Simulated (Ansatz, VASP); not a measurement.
# Two plane-wave programs on Zr2Ta

The input INCAR:

```
  ALGO = Normal
  EDIFF = 1E-7
  EDIFFG = -0.04
  ENCUT = 600
  GGA = PE
  IBRION = 2
  ISIF = 3
  ISMEAR = 0
  LASPH = T
  LCHARG = F
  LREAL = F
  LWAVE = F
  NELM = 100
  NSW = 90
  PREC = Accurate
  SIGMA = 0.1
```

File KPOINTS:

```
k-points
0
Gamma
  6 6 6
```

File POSCAR:

```
Zr2Ta
1.0
    0.0000000000      2.8871468682      2.8871468682
    2.8871468682      0.0000000000      2.8871468682
    2.8871468682      2.8871468682      0.0000000000
Zr Ta
2 1
Direct
    0.2500000000      0.2500000000      0.2500000000
    0.7500000000      0.7500000000      0.7500000000
    0.0000000000      0.0000000000      0.0000000000
```

Input for Ansatz:

```yaml
crystal:
  lattice:
    - [0.0, 2.8871468682, 2.8871468682]
    - [2.8871468682, 0.0, 2.8871468682]
    - [2.8871468682, 2.8871468682, 0.0]
  atoms:
    - { symbol: Zr, position: [0.25, 0.25, 0.25] }
    - { symbol: Zr, position: [0.75, 0.75, 0.75] }
    - { symbol: Ta, position: [0.0, 0.0, 0.0] }
basis:
  ecutwfc: 420
kpoints:
  mp_grid: { grid: [6, 6, 6] }
hamiltonian:
  xc: pbe
scf:
  occupations: { method: gaussian, width: 0.1 }
  lower_state_search: "off"
output:
  forces: true
  stress: true
  eigenvalues: true
relax:
  adjacent_minimum: "off"
  f_tol: 0.04
  max_steps: 70
  cell: { stress_tol: 0.4 }
```

Alike in both runs: task relaxation of cell and atoms; functional PBE; k mesh 6 × 6 × 6; occupations gaussian, width 0.1 eV; no spin polarisation.

```csv
,VASP,Ansatz
version,VASP 6.6.1,Ansatz 0.2.0
potentials or method,"VASP PAW PBE potentials, release 64 (Zr_sv, Ta_pv), cutoff 600 eV","scalar-relativistic, plane waves, PAW"
valence electrons in the cell,35,37
```

VASP gave:

```
gap on the k mesh at the Fermi level, each at its own relaxed structure (eV) : none
relaxed volume (Å³/atom)                                                     : 24.00
relaxed cell length with the largest relative difference (Å)                 : 4.670
```

Task: Estimate Ansatz's values.

Result: gap on the k mesh at the Fermi level, each at its own relaxed structure (eV): none; relaxed volume (Å³/atom): 23.99; relaxed cell length with the largest relative difference (Å): 4.669.

A gap of «none» marks a metal or a gap that the smearing closes. VASP's potentials hold 35 valence electrons a cell and Ansatz's 37, so a difference there can come from the potentials and not from the codes.

Spin-orbit coupling is off throughout. Noted on VASP's run: the volume moved by over 15 % at a fixed basis, so the end points are rough.
